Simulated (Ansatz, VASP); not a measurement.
## One calculation of Ag3As2, two programs

```xyz
10
Lattice="0.0000 3.5542 0.0000 6.3457 -1.7771 0.0000 0.7719 0.0000 -8.7181" Properties=species:S:1:pos:R:3 pbc="T T T"
As    1.8648    1.7771   -4.8786
As    5.2528    0.0000   -3.8394
As    3.2142    0.0000   -7.4906
As    3.9034    1.7771   -1.2275
Ag    0.9161    0.0000   -6.2038
Ag    6.2015    1.7771   -2.5143
Ag    4.0372    1.7771   -5.7487
Ag    3.0804    0.0000   -2.9694
Ag    5.4994    0.0000   -8.4016
Ag    1.6183    1.7771   -0.3165
```

Alike in both runs: task single point; functional LDA; k mesh 7 × 7 × 3; occupations fermi-dirac, width 0.0434 eV; no spin polarisation.

|  | VASP | Ansatz |
| --- | --- | --- |
| version | VASP 6.6.1 | Ansatz 0.2.0 |
| potentials or method | VASP PAW LDA potentials, release 64 (As, Ag), cutoff 520 eV | PAW plane waves |
| valence electrons in the cell | 86 | 174 |

|  | VASP | Ansatz | Ansatz less VASP |
| --- | --- | --- | --- |
| pressure (GPa) | 4.4 | 4.1 | -0.30 |
| traceless stress, the component that is largest in VASP (GPa) | 2.54 | 2.48 | -0.065 |
| rms of the force components (eV/Å) | 1.114 | 1.095 | -0.0195 |

LDA's correlation is that of Perdew and Zunger in VASP and of Perdew and Wang (1992) in Ansatz. Atom by atom the forces differ by 0.020 eV/Å (rms over components). VASP's potentials hold 86 valence electrons a cell and Ansatz's 174, so a difference there can come from the potentials and not from the codes.
